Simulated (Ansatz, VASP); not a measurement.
## SiC in VASP and in Ansatz

```
CELL_PARAMETERS angstrom
0.00000 2.00362 2.00362
2.00362 0.00000 2.00362
2.00362 2.00362 0.00000
ATOMIC_POSITIONS crystal
Si 0.00000 0.00000 0.00000
C 0.50000 0.50000 0.50000
```

Alike in both runs: functional LDA; k mesh 15 × 15 × 15; occupations fermi-dirac, width 0.05 eV; no spin polarisation.

Ansatz relaxed the structure, and its values are those at the end. VASP's run is a single point on that final structure, the one shown.

|  | VASP | Ansatz |
| --- | --- | --- |
| version | VASP 6.6.1 | Ansatz 0.2.0 |
| potentials or method | VASP PAW LDA potentials, release 64 (Si, C) | PAW with Ansatz's default frozen-core files, scalar-relativistic |
| plane-wave cutoff (eV) | 520 | 420 |
| valence electrons in the cell | 8 | 8 |

VASP gave:

```
pressure (GPa) : 0.8
```

Problem. What did Ansatz give for the same quantities?

Solution. Pressure (GPa): 0.0.

LDA's correlation is that of Perdew and Zunger in VASP and of Perdew and Wang (1992) in Ansatz.
